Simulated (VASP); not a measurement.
# RhCl2 (P4_2/mnm) in VASP: notebook

The runs below take RhCl2 through single point, with revPBE, LDA, PBE, BLYP, PBEsol.

Program: VASP 6.6.1. These are calculated values, not measurements. Logs are shortened: lines on timing, memory, paths and dates and some standing lists are left out, and cuts for length are marked.

## (1) The cell of the first run

It takes space group P4_2/mnm (No. 136, tetragonal). Conventional cell: a = 5.690 Å, b = 5.690 Å, c = 3.728 Å, α = 90.00°, β = 90.00°, γ = 90.00°. Within 3.2 Å of Rh (site symmetry mmm) lie 6 Cl at 2.44 to 2.45 Å. Cl (site symmetry m2m) has 3 Rh at 2.44 to 2.45 Å and 1 Cl at 3.18 Å within 3.2 Å.

## (2) Single point, revPBE

INCAR reads:

```
SYSTEM = RhCl2
ALGO     = Normal         ! electronic algorithm
EDIFF    = 1E-6           ! SCF threshold, eV
ENCUT    = 520            ! plane-wave cutoff, eV
GGA      = RE             ! functional
ISIF     = 2              ! what is computed and relaxed
ISMEAR   = -1             ! smearing method
LASPH    = .True.         ! aspherical terms in the spheres
LCHARG   = .True.         ! write CHGCAR
LELF     = .True.         ! ELF
LREAL    = .False.        ! projectors in reciprocal space
LVHAR    = .True.       
LWAVE    = .False.        ! write WAVECAR
NBANDS   = 38             ! bands
NELM     = 100            ! most SCF steps
PREC     = Accurate       ! precision mode
SIGMA    = 0.1            ! smearing width, eV
```

KPOINTS reads:

```
k-points
0
Gamma
  4 4 6
  0 0 0
```

POSCAR reads:

```
RhCl2
1.0
    5.6899730000      0.0000000000      0.0000000000
    0.0000000000      5.6899730000      0.0000000000
    0.0000000000      0.0000000000      3.7283670000
Rh Cl
2 4
Direct
    0.0000000000      0.0000000000      0.0000000000
    0.5000000000      0.5000000000      0.5000000000
    0.3026200000      0.3026200000      0.0000000000
    0.6973800000      0.6973800000      0.0000000000
    0.1973800000      0.8026200000      0.5000000000
    0.8026200000      0.1973800000      0.5000000000
```

Potentials or basis: VASP PAW PBE potentials, release 64 (Rh_pv, Cl).

Run with:

```sh
$ cat potpaw_PBE.64/Rh_pv/POTCAR potpaw_PBE.64/Cl/POTCAR > POTCAR
$ mpirun -np 1 vasp_std > vasp.out
```

OUTCAR:

```text
SYSTEM = RhCl2
   EDIFF = 1E-6
   ENCUT = 520
   GGA = RE
   ISIF = 2
   ISMEAR = -1
   LASPH = .True.
   LREAL = .False.
   NELM = 100
   PREC = Accurate

 ion  position               nearest neighbor table
   1  0.000  0.000  0.000-   3 2.44   4 2.44   5 2.45   6 2.45   5 2.45   6 2.45
   2  0.500  0.500  0.500-   5 2.44   6 2.44   3 2.45   4 2.45   3 2.45   4 2.45
   3  0.303  0.303  0.000-   1 2.44   2 2.45   2 2.45
   4  0.697  0.697  0.000-   1 2.44   2 2.45   2 2.45
   5  0.197  0.803  0.500-   2 2.44   1 2.45   1 2.45
   6  0.803  0.197  0.500-   2 2.44   1 2.45   1 2.45

  LATTYP: Found a simple tetragonal cell.
 ALAT       =     5.6899730000
 C/A-ratio  =     0.6552521427

  Lattice vectors:

 A1 = (   5.6899730000,   0.0000000000,   0.0000000000)
 A2 = (   0.0000000000,   5.6899730000,   0.0000000000)
 A3 = (   0.0000000000,   0.0000000000,   3.7283670000)

Analysis of symmetry for initial positions (statically):
=====================================================================
 Subroutine PRICEL returns:
 Original cell was already a primitive cell.

 Routine SETGRP: Setting up the symmetry group for a
 simple tetragonal supercell.

 Subroutine GETGRP returns: Found 16 space group operations
 (whereof  8 operations were pure point group operations)
 out of a pool of 16 trial point group operations.

The static configuration has the point symmetry D_2h.
 The point group associated with its full space group is D_4h.

Analysis of symmetry for dynamics (positions and initial velocities):
=====================================================================
 Subroutine PRICEL returns:
 Original cell was already a primitive cell.

 Routine SETGRP: Setting up the symmetry group for a
 simple tetragonal supercell.

 Subroutine GETGRP returns: Found 16 space group operations
 (whereof  8 operations were pure point group operations)
 out of a pool of 16 trial point group operations.

The dynamic configuration has the point symmetry D_2h.
 The point group associated with its full space group is D_4h.

 Subroutine INISYM returns: Found 16 space group operations
 (whereof  8 operations are pure point group operations),
 and found     1 'primitive' translations

----------------------------------------------------------------------------------------

                                     Primitive cell

  volume of cell :     120.7088

  direct lattice vectors                    reciprocal lattice vectors
     5.689973000  0.000000000  0.000000000     0.175747758  0.000000000  0.000000000
     0.000000000  5.689973000  0.000000000     0.000000000  0.175747758  0.000000000
     0.000000000  0.000000000  3.728367000     0.000000000  0.000000000  0.268213939

  length of vectors
     5.689973000  5.689973000  3.728367000     0.175747758  0.175747758  0.268213939

  position of ions in fractional coordinates (direct lattice)
     0.000000000  0.000000000  0.000000000
     0.500000000  0.500000000  0.500000000
     0.302620000  0.302620000  0.000000000
     0.697380000  0.697380000  0.000000000
     0.197380000  0.802620000  0.500000000
     0.802620000  0.197380000  0.500000000

  ion indices of the primitive-cell ions
   primitive index   ion index
                 1           1
                 2           2
                 3           3
                 4           4
                 5           5
                 6           6

----------------------------------------------------------------------------------------

 KPOINTS: k-points

Automatic generation of k-mesh.
 Grid dimensions read from file:
 generate k-points for:    4    4    6

 Generating k-lattice:

  Cartesian coordinates                     Fractional coordinates (reciprocal lattice)
     0.043936940  0.000000000  0.000000000     0.250000000  0.000000000  0.000000000
     0.000000000  0.043936940  0.000000000     0.000000000  0.250000000  0.000000000
     0.000000000  0.000000000  0.044702323     0.000000000  0.000000000  0.166666667

  Length of vectors
     0.043936940  0.043936940  0.044702323

  Shift w.r.t. Gamma in fractional coordinates (k-lattice)
     0.000000000  0.000000000  0.000000000

 Subroutine IBZKPT returns following result:
 ===========================================

 Found     24 irreducible k-points:

 Following reciprocal coordinates:
            Coordinates               Weight
  0.000000  0.000000  0.000000      1.000000
  0.250000  0.000000  0.000000      4.000000
  0.500000  0.000000  0.000000      2.000000
  0.250000  0.250000  0.000000      4.000000
  0.500000  0.250000  0.000000      4.000000
  0.500000  0.500000  0.000000      1.000000
[... 16 lines left out ...]
  0.500000  0.250000  0.500000      4.000000
  0.500000  0.500000  0.500000      1.000000
   k-points           NKPTS =     24   k-points in BZ     NKDIM =     24   number of bands    NBANDS=     38
   number of dos      NEDOS =    301   number of ions     NIONS =      6
   total plane-waves  NPLWV =  49392
   dimension x,y,z NGX =    42 NGY =   42 NGZ =   28
   dimension x,y,z NGXF=    84 NGYF=   84 NGZF=   56
   ions per type =               2   4
   NGX,Y,Z   is equivalent  to a cutoff of  12.27, 12.27, 12.49 a.u.
   NGXF,Y,Z  is equivalent  to a cutoff of  24.54, 24.54, 24.97 a.u.
 SYSTEM =  RhCl2
   PREC   = accura    normal or accurate (medium, high low for compatibility)
   ISTART =      0    job   : 0-new  1-cont  2-samecut
   ICHARG =      2    charge: 1-file 2-atom 10-const
   ISPIN  =      1    spin polarized calculation?
   LNONCOLLINEAR =      F non collinear calculations
   LSORBIT =      F    spin-orbit coupling
   LASPH  =      T    aspherical Exc in radial PAW
   ENCUT  =  520.0 eV  38.22 Ry    6.18 a.u.  10.58 10.58  6.93*2*pi/ulx,y,z
   NELM   =    100;   NELMIN=  2; NELMDL= -5     # of ELM steps
   EDIFF  = 0.1E-05   stopping-criterion for ELM
   LREAL  =      F    real-space projection
   EDIFFG = 0.1E-04   stopping-criterion for IOM
   NSW    =      0    number of steps for IOM
   IBRION =     -1    ionic relax: 0-MD 1-quasi-New 2-CG
   NFREE  =      0    steps in history (QN), initial steepest desc. (CG)
   ISIF   =      2    stress and relaxation
   ISYM   =      2    0-nonsym 1-usesym 2-fastsym
   POTIM  = 0.5000    time-step for ionic-motion
   TEBEG  =    0.0;   TEEND  =   0.0 temperature during run
   PSTRESS=    0.0 pullay stress
   NELECT =      58.0000    total number of electrons
   NUPDOWN=      -1.0000    fix difference up-down
   EMIN   =  10.00;   EMAX   =-10.00  energy-range for DOS
   EFERMI =   0.00;   METHOD = LEGACY
   ISMEAR =    -1;   SIGMA  =   0.10  broadening in eV -4-tet -1-fermi 0-gaus
   EFERMI_NEDOS =   21; number of points for ismear=-14 and -15
   IALGO  =     38    algorithm
   IMIX   =      4    mixing-type and parameters
     AMIX     =   0.40;   BMIX     =  1.00
     AMIX_MAG =   1.60;   BMIX_MAG =  1.00
  volume/ion in A,a.u.               =      20.12       135.76
  Fermi-wavevector in a.u.,A,eV,Ry     =   1.282245  2.423092 22.370062  1.644153
  Thomas-Fermi vector in A             =   2.414568
   LORBIT       =      0    0 simple, 1 ext, 2 COOP (PROOUT), +10 PAW based schemes
   GGA     = RE    functional components
   LHFCALC =     F    Hartree Fock is set to
   AEXX    =    0.0000 exact exchange contribution
   IVDW    =     0    specifies the selected vdW correction
   LEPSILON=     F    determine dielectric tensor
   LRPA    =     F    only Hartree local field effects (RPA)
 non-spin polarized calculation
  energy-cutoff  :      520.00
  volume of cell :      120.71
 maximum number of plane-waves:      3297
   NGX = 21   NGY = 21   NGZ = 13

 number of electron      58.0000005 magnetization

 Free energy of the ion-electron system (eV)
  ---------------------------------------------------
  ext. energy  EPLUGINS =         0.00000000
  ---------------------------------------------------
  free energy    TOTEN  =       -21.99847158 eV

  energy without entropy =      -21.90007949  energy(sigma->0) =      -21.94927554

 E-fermi :   5.0756     XC(G=0):  -9.8098

 val. band max:        5.0401776337   @ k =   0.2500   0.2500   0.1667
 cond. band min:       5.1197851025   @ k =   0.0000   0.0000   0.5000
 fundamental gap:      0.0796074687
 Fermi energy:         5.0755716075

 k-point     1 :       0.0000    0.0000    0.0000
  band No.  band energies     occupation
      1     -41.3142      2.00000
      2     -41.3137      2.00000
      3     -41.1194      2.00000
      4     -41.1194      2.00000
      5     -41.1126      2.00000
      6     -41.1126      2.00000
[... 30 lines left out ...]
     37      12.0327      0.00000
     38      12.6617      0.00000

 k-point     2 :       0.2500    0.0000    0.0000
  band No.  band energies     occupation
      1     -41.3142      2.00000
      2     -41.3138      2.00000
      3     -41.1193      2.00000
      4     -41.1193      2.00000
      5     -41.1128      2.00000
      6     -41.1128      2.00000
[... 30 lines left out ...]
     37      12.9256      0.00000
     38      13.2909      0.00000

 k-point     3 :       0.5000    0.0000    0.0000
  band No.  band energies     occupation
      1     -41.3140      2.00000
      2     -41.3140      2.00000
      3     -41.1192      2.00000
      4     -41.1192      2.00000
      5     -41.1129      2.00000
      6     -41.1129      2.00000
[... 30 lines left out ...]
     37      13.6213      0.00000
     38      13.6213      0.00000

 k-point     4 :       0.2500    0.2500    0.0000
  band No.  band energies     occupation
      1     -41.3141      2.00000
      2     -41.3138      2.00000
      3     -41.1194      2.00000
      4     -41.1192      2.00000
      5     -41.1129      2.00000
      6     -41.1126      2.00000
[... 30 lines left out ...]
     37      13.4122      0.00000
     38      13.7208      0.00000
[... 703 lines left out ...]
      4     -41.1184      2.00000
      5     -41.1111      2.00000
      6     -41.1111      2.00000
[... 30 lines left out ...]
     37      13.4827      0.00000
     38      13.8276      0.00000

 k-point    23 :       0.5000    0.2500    0.5000
  band No.  band energies     occupation
      1     -41.3260      2.00000
      2     -41.3260      2.00000
      3     -41.1184      2.00000
      4     -41.1184      2.00000
      5     -41.1111      2.00000
      6     -41.1111      2.00000
[... 30 lines left out ...]
     37      13.9887      0.00000
     38      13.9888      0.00000

 k-point    24 :       0.5000    0.5000    0.5000
  band No.  band energies     occupation
      1     -41.3260      2.00000
      2     -41.3260      2.00000
      3     -41.1184      2.00000
      4     -41.1184      2.00000
      5     -41.1111      2.00000
      6     -41.1111      2.00000
[... 30 lines left out ...]
     37      13.8782      0.00000
     38      13.8782      0.00000

------------------------ aborting loop because EDIFF is reached ----------------------------------------

  FORCE on cell =-STRESS in cart. coord.  units (eV):
  Direction    XX          YY          ZZ          XY          YZ          ZX
  --------------------------------------------------------------------------------------
  -------------------------------------------------------------------------------------
  Total        1.1941366      1.1941366      0.9876744     -0.0000000      0.0000000      0.0000000
  in kB       15.8498632     15.8498632     13.1094752     -0.0000000      0.0000000      0.0000000
  external PRESSURE =      14.9364006 kB  Pullay stress =       0.0000000 kB

 VOLUME and BASIS-vectors are now :
 -----------------------------------------------------------------------------
  energy-cutoff  :      520.00
  volume of cell :      120.71
      direct lattice vectors                 reciprocal lattice vectors
     5.689973000  0.000000000  0.000000000     0.175747758  0.000000000  0.000000000
     0.000000000  5.689973000  0.000000000     0.000000000  0.175747758  0.000000000
     0.000000000  0.000000000  3.728367000     0.000000000  0.000000000  0.268213939

 POSITION                                       TOTAL-FORCE (eV/Angst)
 -----------------------------------------------------------------------------------
      0.00000      0.00000      0.00000         0.000000      0.000000      0.000000
      2.84499      2.84499      1.86418         0.000000      0.000000      0.000000
      1.72190      1.72190      0.00000         0.033928      0.033928     -0.000000
      3.96807      3.96807      0.00000        -0.033928     -0.033928      0.000000
      1.12309      4.56689      1.86418        -0.033928      0.033928      0.000000
      4.56689      1.12309      1.86418         0.033928     -0.033928      0.000000
 -----------------------------------------------------------------------------------
    total drift:                                0.000000     -0.000000     -0.000000

  FREE ENERGIE OF THE ION-ELECTRON SYSTEM (eV)
  ---------------------------------------------------
  free  energy   TOTEN  =       -21.9984715822 eV

  energy  without entropy=      -21.9000794915  energy(sigma->0) =      -21.94927554
```

Run time: 44 s. Hardware: 1 thread of Intel Xeon 6975P-C (Granite Rapids), shared host; peak memory 0.25 GiB.

Results:

```
Free energy            : -21.9985 eV
Pressure               : 1.5 GPa
Largest force          : 0.048 eV/Å
Band gap on the k mesh : zero (band 29 reaches 5.79 eV, above the bottom of band 30 at 4.53 eV)
```

Forces in eV/Å, atoms in the order of the input:
```
Rh   0.000  0.000  0.000
Rh   0.000  0.000  0.000
Cl   0.034  0.034  0.000
Cl  -0.034 -0.034  0.000
Cl  -0.034  0.034  0.000
Cl   0.034 -0.034  0.000
```

Stress tensor (GPa, compression positive):
```
1.58 0.00 0.00
0.00 1.58 0.00
0.00 0.00 1.31
```

Caveat: the PAW data sets were made with another functional, which shifts forces and pressure a little.

## (3) Single point, LDA

INCAR reads:

```
ALGO = Normal
EDIFF = 1E-6
ENCUT = 520
GGA = CA
ISIF = 2
ISMEAR = -1
LASPH = True
LCHARG = True
LELF = True
LREAL = False
LVHAR = True
LWAVE = False
NBANDS = 38
NELM = 80
PREC = Accurate
SIGMA = 0.1
```

KPOINTS reads:

```
k-points
0
Gamma
  4 4 6
```

POSCAR is that of step 2.

Potentials or basis: VASP PAW LDA potentials, release 64 (Rh_pv, Cl).

Run with:

```sh
$ cat potpaw_LDA.64/Rh_pv/POTCAR potpaw_LDA.64/Cl/POTCAR > POTCAR
$ mpirun -np 1 vasp_std > vasp.out
```

Wall time 39 s (1 thread of Intel Xeon 6975P-C (Granite Rapids), shared host); peak memory 0.22 GiB.

It converged, with:

| Property | Result |
| --- | --- |
| Free energy | -28.8550 eV |
| Pressure | -8.1 GPa |
| Largest force | 0.155 eV/Å |
| Band gap on the k mesh | zero (band 29 reaches 5.44 eV, above the bottom of band 30 at 4.19 eV) |

Forces in eV/Å, atoms in the order of the input:
```
Rh   0.000  0.000  0.000
Rh   0.000  0.000  0.000
Cl   0.110  0.110  0.000
Cl  -0.110 -0.110  0.000
Cl  -0.110  0.110  0.000
Cl   0.110 -0.110  0.000
```

Stress tensor (GPa, compression positive):
```
-7.81  0.00  0.00
 0.00 -7.81  0.00
 0.00  0.00 -8.76
```

Levels at points of the mesh, in eV from the Fermi level:
| k point | band 27 | band 28 | band 29 | band 30 | band 31 | band 32 |
| --- | --- | --- | --- | --- | --- | --- |
| (0.00, 0.00, 0.00) | -1.63 | -0.90 | -0.17 | 1.10 | 1.10 | 2.03 |
| (0.50, 0.00, 0.00) | -0.79 | -0.79 | 0.74 | 0.74 | 0.83 | 0.83 |
| (0.50, 0.50, 0.00) | -0.46 | -0.46 | 0.12 | 0.12 | 1.08 | 1.08 |
| (0.00, 0.00, 0.50) | -0.66 | -0.66 | 0.02 | 0.02 | 0.32 | 0.32 |
| (0.50, 0.00, 0.50) | -0.72 | -0.72 | -0.45 | -0.45 | 1.69 | 1.69 |
| (0.50, 0.50, 0.50) | -1.13 | -1.13 | 0.34 | 0.34 | 0.50 | 0.50 |

## (4) Single point, PBE

INCAR reads:

```
SYSTEM = RhCl2
ALGO = Normal ; EDIFF = 1E-6
ENCUT = 520 ; GGA = PE
ISIF = 2 ; ISMEAR = -1
LASPH = .TRUE. ; LCHARG = .FALSE.
LREAL = .FALSE. ; LWAVE = .FALSE.
NBANDS = 38 ; NELM = 80
PREC = Accurate ; SIGMA = 0.1
```

KPOINTS reads:

```
k-points
0
G
  4 4 6
  0 0 0
```

POSCAR is that of step 3.

Potentials or basis: VASP PAW PBE potentials, release 64 (Rh_pv, Cl).

Run with:

```sh
$ cat potpaw_PBE.64/Rh_pv/POTCAR potpaw_PBE.64/Cl/POTCAR > POTCAR
$ mpirun -np 1 vasp_std > vasp.out
```

Run time: 44 s. Hardware: 1 thread of Intel Xeon 6975P-C (Granite Rapids), shared host; peak memory 0.25 GiB.

The run converged. Its results:

```
Free energy            : -24.1098 eV
Pressure               : -0.7 GPa
Largest force          : 0.063 eV/Å
Band gap on the k mesh : zero (band 29 reaches 5.70 eV, above the bottom of band 30 at 4.45 eV)
```

Forces on the atoms (eV/Å):
```
Rh   0.000  0.000  0.000
Rh   0.000  0.000  0.000
Cl   0.045  0.045  0.000
Cl  -0.045 -0.045  0.000
Cl  -0.045  0.045  0.000
Cl   0.045 -0.045  0.000
```

Stress tensor (GPa, compression positive):
```
-0.57  0.00  0.00
 0.00 -0.57  0.00
 0.00  0.00 -0.88
```

Levels at points of the mesh, in eV from the Fermi level:
```tsv
k point	band 25	band 26	band 27	band 28	band 29	band 30	band 31	band 32	band 33	band 34
(0.00, 0.00, 0.00)	-1.92	-1.92	-1.69	-0.88	-0.25	1.07	1.07	2.00	3.73	5.47
(0.50, 0.00, 0.00)	-1.47	-1.47	-0.86	-0.86	0.72	0.72	0.82	0.82	5.70	5.70
(0.50, 0.50, 0.00)	-1.91	-1.91	-0.56	-0.56	0.14	0.14	1.05	1.05	6.37	6.37
(0.00, 0.00, 0.50)	-1.15	-1.15	-0.75	-0.75	0.04	0.04	0.33	0.33	6.15	6.15
(0.50, 0.00, 0.50)	-1.55	-1.55	-0.71	-0.71	-0.53	-0.53	1.67	1.67	6.64	6.64
(0.50, 0.50, 0.50)	-1.34	-1.34	-1.18	-1.18	0.35	0.35	0.50	0.50	4.96	4.96
```

## (5) Single point, BLYP

INCAR reads:

```
SYSTEM = RhCl2
AGGAC    = 1.0          
AGGAX    = 1.0          
ALDAC    = 0.0          
ALDAX    = 1.0          
ALGO     = Normal         ! electronic algorithm
EDIFF    = 1E-7           ! SCF threshold, eV
ENCUT    = 520            ! plane-wave cutoff, eV
GGA      = B5             ! functional
ISIF     = 2              ! what is computed and relaxed
ISMEAR   = -1             ! smearing method
LASPH    = .True.         ! aspherical terms in the spheres
LCHARG   = .False.        ! write CHGCAR
LREAL    = .False.        ! projectors in reciprocal space
LWAVE    = .False.        ! write WAVECAR
NBANDS   = 38             ! bands
NELM     = 60             ! most SCF steps
PREC     = Accurate       ! precision mode
SIGMA    = 0.1            ! smearing width, eV
```

KPOINTS reads:

```
k-points
0
Gamma
  4 4 6
  0 0 0
```

POSCAR is that of step 4.

Run with:

```sh
$ cat potpaw_PBE.64/Rh_pv/POTCAR potpaw_PBE.64/Cl/POTCAR > POTCAR
$ mpirun -np 1 vasp_std > vasp.out
```

Run time: 61 s. Hardware: 1 thread of Intel Xeon 6975P-C (Granite Rapids), shared host; peak memory 0.26 GiB.

The run converged. Its results:

| Item | Value |
| --- | --- |
| Free energy | -21.2726 eV |
| Pressure | 4.7 GPa |
| Largest force | 0.035 eV/Å |
| Band gap on the k mesh | zero (band 29 reaches 6.08 eV, above the bottom of band 30 at 4.80 eV) |

Forces on the atoms (eV/Å):
```
Rh   0.000  0.000  0.000
Rh   0.000  0.000  0.000
Cl  -0.025 -0.025  0.000
Cl   0.025  0.025  0.000
Cl   0.025 -0.025  0.000
Cl  -0.025  0.025  0.000
```

Stress tensor (GPa, compression positive):
```
4.50 0.00 0.00
0.00 4.50 0.00
0.00 0.00 4.98
```

Levels at points of the mesh, in eV from the Fermi level:
```csv
k point,band 27,band 28,band 29,band 30,band 31,band 32
"(0.00, 0.00, 0.00)",-1.73,-0.87,-0.31,1.05,1.05,1.98
"(0.50, 0.00, 0.00)",-0.91,-0.91,0.72,0.72,0.80,0.80
"(0.50, 0.50, 0.00)",-0.61,-0.61,0.15,0.15,1.03,1.03
"(0.00, 0.00, 0.50)",-0.80,-0.80,0.06,0.06,0.32,0.32
"(0.50, 0.00, 0.50)",-0.72,-0.72,-0.57,-0.57,1.65,1.65
"(0.50, 0.50, 0.50)",-1.22,-1.22,0.34,0.34,0.51,0.51
```

Caveat: the PAW data sets were made with another functional, which shifts forces and pressure a little.

[end of part 1 of 2]
